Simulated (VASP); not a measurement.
Here is a VASP 6.6.1 calculation.

File INCAR:

```
SYSTEM = SnSe2
ALGO = Normal ; EDIFF = 1E-6
ENCUT = 500 ; GGA = PE
GGA_COMPAT = .False. ; ISIF = 2
ISMEAR = 0 ; IVDW = 12
LASPH = .True. ; LCHARG = .False.
LREAL = .False. ; LWAVE = .False.
NBANDS = 20 ; NELM = 120
PREC = Accurate ; SIGMA = 0.03
```

Contents of KPOINTS:

```
k-points
0
Gamma
  12 12 6
  0 0 0
```

POSCAR

```
SnSe2
1.0
    4.0320000000      0.0000000000      0.0000000000
   -2.0160000000      3.4918144280      0.0000000000
    0.0000000000      0.0000000000      6.3344000000
Sn Se
1 2
Direct
    0.0000000000      0.0000000000      0.0000000000
    0.3333333333      0.6666666667      0.2651331237
    0.6666666667      0.3333333333      0.7348668763
```

Potentials or basis: VASP PAW PBE potentials, release 64 (Sn_d, Se).

Command:

```bash
$ cat potpaw_PBE.64/Sn_d/POTCAR potpaw_PBE.64/Se/POTCAR > POTCAR
$ mpirun -np 1 vasp_std > vasp.out
```

(1) Predict the pressure.

(2) Estimate the largest force.

(3) Estimate the band gap on the k mesh.

Answers

(1) -6.9 GPa.

(2) 0.916 eV/Å.

(3) 0.20 eV (least direct gap 0.41 eV).

Caveat: the cell stands under tension; spin-orbit coupling is left out, which moves the levels of the heavy elements.
